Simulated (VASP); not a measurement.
Input of a VASP 6.6.1 run:

INCAR

```
SYSTEM = Rh
PREC     = Accurate       ! precision mode
ENCUT    = 500            ! plane-wave cutoff, eV
EDIFF    = 1E-6           ! SCF threshold, eV
ISMEAR   = 0              ! smearing method
SIGMA    = 0.1            ! smearing width, eV
LREAL    = .False.        ! projectors in reciprocal space
LASPH    = .True.         ! aspherical terms in the spheres
NELM     = 200            ! most SCF steps
ALGO     = Normal         ! electronic algorithm
ISIF     = 2              ! what is computed and relaxed
LWAVE    = .False.        ! write WAVECAR
LCHARG   = .False.        ! write CHGCAR
ISPIN    = 2              ! spin polarisation
MAGMOM   = 1.58 1.58      ! initial moments
LORBIT   = 11             ! projections on sites
LMAXMIX  = 4              ! l up to which the mixer works
GGA      = PE             ! functional
NBANDS   = 26             ! bands
GGA_COMPAT= .False.
```

File KPOINTS:

```
regular mesh
0
Gamma
  2 2 4
  0 0 0
```

Contents of POSCAR:

```
Rh
1.0
    2.7309790422      0.0000000000      0.0000000000
   -1.3654895211      2.3650972278      0.0000000000
    0.0000000000      0.0000000000      4.4284890000
Rh
2
Direct
    0.6666666667      0.3333333333      0.7500000000
    0.3333333333      0.6666666667      0.2500000000
```

Potentials or basis: VASP PAW PBE potentials, release 64 (Rh_pv).

Command:

```sh
$ cat potpaw_PBE.64/Rh_pv/POTCAR > POTCAR
$ mpirun -np 1 vasp_std > vasp.out
```

Q: What does it give for the site moments?

A: Rh +1.44 μB.

Q: What does it give for the pressure?

A: 25.5 GPa.

Q: Predict the net moment.

A: 2.86 μB per cell.

Stress tensor (GPa, compression positive):
```
28.54  0.00  0.00
 0.00 28.54  0.00
 0.00  0.00 19.49
```

Caveat: the k points lie up to 1.33 Å⁻¹ apart.
